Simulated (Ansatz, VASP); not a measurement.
Two plane-wave programs on Sb

```
CELL_PARAMETERS angstrom
4.06850 0.00000 0.00000
-2.03425 3.52342 0.00000
0.00000 0.00000 27.10000
ATOMIC_POSITIONS crystal
Sb 0.33333 0.66667 0.25830
Sb 0.66667 0.33333 0.31919
```

Alike in both runs: functional PBE; dispersion D3(BJ); k mesh 12 × 12 × 1; occupations gaussian, width 0.03 eV; no spin polarisation.

Ansatz relaxed the structure, and its values are those at the end. VASP's run is a single point on that final structure, the one shown.

|  | VASP | Ansatz |
| --- | --- | --- |
| version | VASP 6.6.1 | Ansatz 0.2.0 |
| potentials or method | VASP PAW PBE potentials, release 64 (Sb), cutoff 400 eV | scalar-relativistic, plane waves, PAW |
| valence electrons in the cell | 10 | 30 |

```tsv
	VASP	Ansatz	Ansatz less VASP
gap on the k mesh at the Fermi level (eV)	1.19	1.18	-0.007
least direct gap on the mesh (eV)	1.64	1.67	+0.029
rms of the force components (eV/Å)	0.052	0.002	-0.0502
```

VASP's potentials hold 10 valence electrons a cell and Ansatz's 30, so a difference there can come from the potentials and not from the codes. Ansatz's warnings: slab cell height set, structure snapped to symmetry.

Neither program's run includes spin-orbit coupling.
